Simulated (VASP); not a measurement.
# B17P15 (a cell with a defect) in VASP: single point with PBE

Aim: the single point of B17P15 (a cell with a defect) with PBE.

Program: VASP 6.6.1. These are calculated values, not measurements. Logs are shortened: lines on timing, memory, paths and dates and some standing lists are left out, and cuts for length are marked.

## 1. The cell of the first run

The cell holds a defect, 32 atoms: a = 7.878 Å, b = 7.878 Å, c = 7.878 Å, α = 109.47°, β = 109.47°, γ = 109.47°.

## 2. Single point, PBE, collinear spin

Input file INCAR:

```
PREC = Accurate
ENCUT = 520
EDIFF = 1E-6
ISMEAR = 0
SIGMA = 0.01
LREAL = Auto
LASPH = T
NELM = 150
ALGO = Normal
ISIF = 2
LWAVE = F
LCHARG = T
ISPIN = 2
MAGMOM = 0.2 0 0 0 0 0 0 0.2 0 0.2 0 0 0 0 0 0.2 0.2 0 0 0 0 0 0 0 0 0 0 0 0 0 0 0
LORBIT = 11
GGA = PE
LELF = T
LVHAR = T
NBANDS = 89
NELECT = 127.0
```

Input file KPOINTS:

```
Automatic mesh
0
Gamma
  2 2 2
  0.5 0.5 0.5
```

Input file POSCAR:

```
B17P15
1.0
   -4.5481928018     -4.5481928018      4.5481928018
    4.5481928018     -4.5481928018     -4.5481928018
    4.5481928018      4.5481928018      4.5481928018
B P
17 15
Direct
    0.2500000000      0.5163921746      0.2500000000
    0.0008971939      0.5008971939      0.5014895510
    0.4991028061      0.2505923571      0.2500000000
    0.2500000000      0.2505923571      0.4991028061
   -0.0014895510      0.2494076429      0.7494076429
    0.7494076429      0.4985104490      0.7494076429
    0.5014895510      0.5008971939      0.0008971939
    0.0163921746      0.7500000000      0.2500000000
    0.7505923571     -0.0008971939      0.2500000000
    0.4836078254     -0.0163921746      0.4836078254
    0.2500000000     -0.0008971939      0.7505923571
    0.0008971939      0.0014895510      0.0008971939
    0.7494076429      0.2494076429     -0.0014895510
    0.7505923571      0.7500000000      0.4991028061
    0.4991028061      0.7500000000      0.7505923571
    0.2500000000      0.7500000000      0.0163921746
    0.2500000000      0.7500000000      0.2500000000
    0.0021837659      0.7500000000      0.4971422381
    0.4971422381      0.5021837659      0.2500000000
    0.2500000000      0.5021837659      0.4971422381
    0.0028577619      0.5028577619      0.7550415278
    0.7500000000      0.7500000000      0.7500000000
    0.4971422381      0.7500000000      0.0021837659
    0.0021837659     -0.0028577619      0.2500000000
    0.7500000000      0.2500000000      0.2500000000
    0.4978162341      0.2449584722      0.4978162341
    0.2500000000      0.2500000000      0.7500000000
    0.0028577619      0.2550415278      0.0028577619
    0.7550415278      0.5028577619      0.0028577619
    0.7449584722     -0.0021837659      0.4978162341
    0.4978162341     -0.0021837659      0.7449584722
    0.2500000000     -0.0028577619      0.0021837659
```

Potentials or basis: VASP PAW PBE potentials, release 64 (B, P).

Command:

```
cat potpaw_PBE.64/B/POTCAR potpaw_PBE.64/P/POTCAR > POTCAR
mpirun -np 1 vasp_std > vasp.out
```

OUTCAR:

```text
PREC = Accurate
   ENCUT = 520
   EDIFF = 1E-6
   ISMEAR = 0
   LREAL = Auto
   LASPH = T
   NELM = 150
   ISIF = 2
   ISPIN = 2
   LORBIT = 11
   GGA = PE
   NELECT = 127.0

 ion  position               nearest neighbor table
   1  0.250  0.516  0.250-  17 1.84  19 1.99  20 1.99  28 1.99
   2  0.001  0.501  0.501-  18 1.97  20 1.97  25 1.98  21 1.99
   3  0.499  0.251  0.250-  26 1.97  32 1.97  25 1.98  19 1.99
   4  0.250  0.251  0.499-  26 1.97  24 1.97  27 1.98  20 1.99
   5  0.999  0.249  0.749-  28 1.97  21 1.97  27 1.98  30 1.99
   6  0.749  0.499  0.749-  21 1.97  29 1.97  22 1.98  26 1.99
[... 24 lines left out ...]
  31  0.498  0.998  0.745-  15 1.97  11 1.97  10 1.99  13 1.99
  32  0.250  0.997  0.002-  12 1.97   3 1.97  16 1.99  11 1.99

  LATTYP: Found a body centered cubic cell.
 ALAT       =     9.0963856036

  Lattice vectors:

 A1 = (  -4.5481928018,  -4.5481928018,   4.5481928018)
 A2 = (   4.5481928018,  -4.5481928018,  -4.5481928018)
 A3 = (   4.5481928018,   4.5481928018,   4.5481928018)

Analysis of symmetry for initial positions (statically):
=====================================================================
 Subroutine PRICEL returns:
 Original cell was already a primitive cell.

 Routine SETGRP: Setting up the symmetry group for a
 body centered cubic supercell.

 Subroutine GETGRP returns: Found 24 space group operations
 (whereof  2 operations were pure point group operations)
 out of a pool of 48 trial point group operations.

The static configuration has the point symmetry C_1h.
 The point group associated with its full space group is T_d .

Analysis of symmetry for dynamics (positions and initial velocities):
=====================================================================
 Subroutine PRICEL returns:
 Original cell was already a primitive cell.

 Routine SETGRP: Setting up the symmetry group for a
 body centered cubic supercell.

 Subroutine GETGRP returns: Found 24 space group operations
 (whereof  2 operations were pure point group operations)
 out of a pool of 48 trial point group operations.

The dynamic configuration has the point symmetry C_1h.
 The point group associated with its full space group is T_d .

Analysis of structural, dynamic, and magnetic symmetry:
=====================================================================
 Subroutine PRICEL returns:
 Original cell was already a primitive cell.

 Routine SETGRP: Setting up the symmetry group for a
 body centered cubic supercell.

 Subroutine GETGRP returns: Found 24 space group operations
 (whereof  2 operations were pure point group operations)
 out of a pool of 48 trial point group operations.

The overall configuration has the point symmetry C_1h.
 The point group associated with its full space group is T_d .

 Subroutine INISYM returns: Found 24 space group operations
 (whereof  2 operations are pure point group operations),
 and found     1 'primitive' translations

----------------------------------------------------------------------------------------

                                     Primitive cell

  volume of cell :     376.3367

  direct lattice vectors                    reciprocal lattice vectors
    -4.548192802 -4.548192802  4.548192802     0.000000000 -0.109933774  0.109933774
     4.548192802 -4.548192802 -4.548192802     0.109933774 -0.109933774  0.000000000
     4.548192802  4.548192802  4.548192802     0.109933774  0.000000000  0.109933774

  length of vectors
     7.877701015  7.877701015  7.877701015     0.155469834  0.155469834  0.155469834

  position of ions in fractional coordinates (direct lattice)
     0.250000000  0.516392175  0.250000000
     0.000897194  0.500897194  0.501489551
     0.499102806  0.250592357  0.250000000
     0.250000000  0.250592357  0.499102806
     0.998510449  0.249407643  0.749407643
     0.749407643  0.498510449  0.749407643
[... 24 lines left out ...]
     0.497816234  0.997816234  0.744958472
     0.250000000  0.997142238  0.002183766

[... 64 lines left out ...]
 -0.250000  0.250000  0.250000      6.000000
   k-points           NKPTS =      2   k-points in BZ     NKDIM =      2   number of bands    NBANDS=     89
   number of dos      NEDOS =    301   number of ions     NIONS =     32
   total plane-waves  NPLWV = 216000
   dimension x,y,z NGX =    60 NGY =   60 NGZ =   60
   dimension x,y,z NGXF=   120 NGYF=  120 NGZF=  120
   ions per type =              17  15
   NGX,Y,Z   is equivalent  to a cutoff of  12.66, 12.66, 12.66 a.u.
   NGXF,Y,Z  is equivalent  to a cutoff of  25.32, 25.32, 25.32 a.u.
 SYSTEM =  unknown system
   PREC   = accura    normal or accurate (medium, high low for compatibility)
   ISTART =      0    job   : 0-new  1-cont  2-samecut
   ICHARG =      2    charge: 1-file 2-atom 10-const
   ISPIN  =      2    spin polarized calculation?
   LNONCOLLINEAR =      F non collinear calculations
   LSORBIT =      F    spin-orbit coupling
   LASPH  =      T    aspherical Exc in radial PAW
   ENCUT  =  520.0 eV  38.22 Ry    6.18 a.u.  14.65 14.65 14.65*2*pi/ulx,y,z
   NELM   =    150;   NELMIN=  2; NELMDL= -5     # of ELM steps
   EDIFF  = 0.1E-05   stopping-criterion for ELM
   LREAL  =      T    real-space projection
   EDIFFG = 0.1E-04   stopping-criterion for IOM
   NSW    =      0    number of steps for IOM
   IBRION =     -1    ionic relax: 0-MD 1-quasi-New 2-CG
   NFREE  =      0    steps in history (QN), initial steepest desc. (CG)
   ISIF   =      2    stress and relaxation
   ISYM   =      2    0-nonsym 1-usesym 2-fastsym
   POTIM  = 0.5000    time-step for ionic-motion
   TEBEG  =    0.0;   TEEND  =   0.0 temperature during run
   PSTRESS=    0.0 pullay stress
   NELECT =     127.0000    total number of electrons
   NUPDOWN=      -1.0000    fix difference up-down
   EMIN   =  10.00;   EMAX   =-10.00  energy-range for DOS
   EFERMI =   0.00;   METHOD = LEGACY
   ISMEAR =     0;   SIGMA  =   0.01  broadening in eV -4-tet -1-fermi 0-gaus
   EFERMI_NEDOS =   21; number of points for ismear=-14 and -15
   IALGO  =     38    algorithm
   IMIX   =      4    mixing-type and parameters
     AMIX     =   0.40;   BMIX     =  1.00
     AMIX_MAG =   1.60;   BMIX_MAG =  1.00
  volume/ion in A,a.u.               =      11.76        79.36
  Fermi-wavevector in a.u.,A,eV,Ry     =   1.139770  2.153853 17.674996  1.299076
  Thomas-Fermi vector in A             =   2.276473
   LORBIT       =     11    0 simple, 1 ext, 2 COOP (PROOUT), +10 PAW based schemes
   GGA     = PE    functional components
   LHFCALC =     F    Hartree Fock is set to
   AEXX    =    0.0000 exact exchange contribution
   IVDW    =     0    specifies the selected vdW correction
   LEPSILON=     F    determine dielectric tensor
   LRPA    =     F    only Hartree local field effects (RPA)
 spin polarized calculation
 Gauss-broadening in eV      SIGMA  =   0.01
  energy-cutoff  :      520.00
  volume of cell :      376.34
 maximum number of plane-waves:     10168
 NGX is ok and might be reduce to    60
   NGX = 29   NGY = 29   NGZ = 29

 number of electron     127.0000000 magnetization       0.4998878

 Free energy of the ion-electron system (eV)
  ---------------------------------------------------
  ext. energy  EPLUGINS =         0.00000000
  ---------------------------------------------------
  free energy    TOTEN  =      -197.70674425 eV

  energy without entropy =     -197.70481597  energy(sigma->0) =     -197.70578011

 E-fermi :   6.5663     XC(G=0): -10.8523

 val. band max:        6.5632206551   @ k =   0.2500   0.2500   0.2500
 cond. band min:       6.6451281467   @ k =   0.2500   0.2500   0.2500
 fundamental gap:      0.0819074916
 Fermi energy:         6.5662663352

 spin component 1

 k-point     1 :       0.2500    0.2500    0.2500
  band No.  band energies     occupation
      1      -7.2636      1.00000
      2      -7.2636      1.00000
      3      -7.2636      1.00000
      4      -6.9004      1.00000
      5      -4.7389      1.00000
      6      -4.7389      1.00000
[... 145 lines left out ...]
     74      10.5895      0.00000
     75      10.6626      0.00000
 Fermi energy:         6.5662663352

 spin component 2

 k-point     1 :       0.2500    0.2500    0.2500
  band No.  band energies     occupation
      1      -7.2523      1.00000
      2      -7.2523      1.00000
      3      -7.2523      1.00000
      4      -6.8815      1.00000
      5      -4.7305      1.00000
      6      -4.7305      1.00000
[... 145 lines left out ...]
     74      10.6025      0.00000
     75      10.6816      0.00000
 [bands above 75 left out]

------------------------ aborting loop because EDIFF is reached ----------------------------------------

  FORCE on cell =-STRESS in cart. coord.  units (eV):
  Direction    XX          YY          ZZ          XY          YZ          ZX
  --------------------------------------------------------------------------------------
  -------------------------------------------------------------------------------------
  Total        3.4351747      3.4351747      3.4351747     -0.0000000     -0.0000000      0.0000000
  in kB       14.6245603     14.6245603     14.6245603     -0.0000000     -0.0000000      0.0000000
  external PRESSURE =      14.6245603 kB  Pullay stress =       0.0000000 kB

 VOLUME and BASIS-vectors are now :
 -----------------------------------------------------------------------------
  energy-cutoff  :      520.00
  volume of cell :      376.34
      direct lattice vectors                 reciprocal lattice vectors
    -4.548192802 -4.548192802  4.548192802     0.000000000 -0.109933774  0.109933774
     4.548192802 -4.548192802 -4.548192802     0.109933774 -0.109933774  0.000000000
     4.548192802  4.548192802  4.548192802     0.109933774  0.000000000  0.109933774

 POSITION                                       TOTAL-FORCE (eV/Angst)
 -----------------------------------------------------------------------------------
      2.34865     -2.34865     -0.07455         0.000500     -0.000500     -0.000500
      4.55497     -0.00139      0.00677         0.000886      0.000474      0.000886
      0.00677     -2.27271      2.26732         0.000886     -0.000474     -0.000886
      2.27271     -0.00677      2.26732         0.000474     -0.000886     -0.000886
      0.00139     -2.26732      6.81551        -0.000474      0.000886     -0.000886
      2.26732     -2.26732      4.54958        -0.000886      0.000886     -0.000474
[... 24 lines left out ...]
      5.66231     -3.41421      1.11412         0.015830     -0.005040      0.015830
      3.40808     -5.66231     -3.38821        -0.005040     -0.015830     -0.015830
 -----------------------------------------------------------------------------------
    total drift:                               -0.000003      0.000005     -0.000003

  FREE ENERGIE OF THE ION-ELECTRON SYSTEM (eV)
  ---------------------------------------------------
  free  energy   TOTEN  =      -197.7067442497 eV

  energy  without entropy=     -197.7048159707  energy(sigma->0) =     -197.70578011

 total charge

# of ion       s       p       d       tot
------------------------------------------
    1        0.676   1.200   0.000   1.876
    2        0.668   1.260   0.000   1.928
    3        0.668   1.260   0.000   1.928
    4        0.668   1.260   0.000   1.928
    5        0.668   1.260   0.000   1.928
    6        0.668   1.260   0.000   1.928
[... 24 lines left out ...]
   31        0.997   1.569   0.000   2.566
   32        0.997   1.569   0.000   2.566
--------------------------------------------------
tot         26.331  44.608   0.000  70.940

 magnetization (x)

# of ion       s       p       d       tot
------------------------------------------
    1        0.003   0.026   0.000   0.029
    2        0.000   0.005   0.000   0.005
    3        0.000   0.005   0.000   0.005
    4        0.000   0.005   0.000   0.005
    5        0.000   0.005   0.000   0.005
    6        0.000   0.005   0.000   0.005
[... 24 lines left out ...]
   31        0.000   0.006   0.000   0.006
   32        0.000   0.006   0.000   0.006
--------------------------------------------------
tot          0.016   0.308   0.000   0.324
```

Wall time 8 min (1 thread of Intel Xeon 8259CL, shared host); peak memory 0.63 GiB.

Results:

```yaml
Free_energy: -197.7067 eV
Largest_force: 0.023 eV/Å
Net_moment: 0.50 μB per cell
Site_moments: B +0.03, +0.01, +0.07 (each value once); P +0.01, +0.00 (each value once) μB
Valence_electrons_inside_the_program's_atomic_spheres: B 1.88, 1.93, 1.81 (each value once); P 2.57
```

Forces on the atoms (eV/Å):
```
B    0.001 -0.001 -0.001
B    0.001  0.000  0.001
B    0.001  0.000 -0.001
B    0.000 -0.001 -0.001
B    0.000  0.001 -0.001
B   -0.001  0.001  0.000
B    0.000 -0.001  0.001
B   -0.001 -0.001  0.001
B   -0.001  0.000  0.001
B   -0.001  0.001 -0.001
B    0.000  0.001  0.001
B    0.001 -0.001  0.000
B   -0.001  0.000 -0.001
B   -0.001 -0.001  0.000
B    0.001  0.001  0.000
B    0.001  0.001  0.001
B    0.000  0.000  0.000
P    0.016  0.016 -0.005
P   -0.016  0.005  0.016
P   -0.005  0.016  0.016
P   -0.016 -0.005 -0.016
P    0.000  0.000  0.000
P   -0.016 -0.016 -0.005
P    0.016  0.005 -0.016
P    0.000  0.000  0.000
P    0.016 -0.016  0.005
P    0.000  0.000  0.000
P   -0.016  0.016  0.005
P    0.005  0.016 -0.016
P    0.005 -0.016  0.016
P    0.016 -0.005  0.016
P   -0.005 -0.016 -0.016
```

Levels at points of the mesh, in eV from the Fermi level:
Spin up:
| k point | band 62 | band 63 | band 64 | band 65 | band 66 | band 67 |
| --- | --- | --- | --- | --- | --- | --- |
| (0.25, 0.25, 0.25) | 0.00 | 0.00 | 0.00 | 2.98 | 2.98 | 2.98 |
Spin down:
```csv
k point,band 58,band 59,band 60,band 61,band 62,band 63,band 64,band 65,band 66,band 67
"(0.25, 0.25, 0.25)",-0.62,-0.62,-0.61,-0.61,0.08,0.08,0.08,2.99,2.99,2.99
```

Caveat: the k points lie up to 0.49 Å⁻¹ apart; the cell carries a net charge on a neutralising background, which shifts energy and pressure; the cell is charged against a uniform background, so pressure and absolute levels hang on convention.
